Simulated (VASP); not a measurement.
A run of VASP 6.6.1 is set up as follows.

Contents of INCAR:

```
SYSTEM = W
PREC = Accurate
ENCUT = 520
EDIFF = 1E-6
ISMEAR = 0
SIGMA = 0.15
LREAL = .FALSE.
LASPH = .TRUE.
NELM = 100
ALGO = Fast
ISIF = 2
LWAVE = .FALSE.
LCHARG = .FALSE.
GGA = PE
NBANDS = 13
```

Contents of KPOINTS:

```
Automatic mesh
0
G
  20 20 20
  0 0 0
```

Contents of POSCAR:

```
W
1.0
   -1.7351160475      1.6236865766      1.6236865766
    1.6236865766     -1.7351160475      1.6236865766
    1.6236865766      1.6236865766     -1.7351160475
W
1
Direct
    0.0000000000      0.0000000000      0.0000000000
```

Potentials or basis: VASP PAW PBE potentials, release 64 (W_sv).

Launch:

```bash
$ cat potpaw_PBE.64/W_sv/POTCAR > POTCAR
$ mpirun -np 1 vasp_std > vasp.out
```

Task: What does it give for the band gap on the k mesh?

Result: Zero (band 7 reaches 14.38 eV, above the bottom of band 8 at 9.46 eV).

Task: What does it give for the pressure?

Result: -12.0 GPa.

Stress tensor (GPa, compression positive):
```
-11.96  10.98  10.98
 10.98 -11.96  10.98
 10.98  10.98 -11.96
```

Caveat: spin-orbit coupling is left out, which moves the levels of the heavy elements.
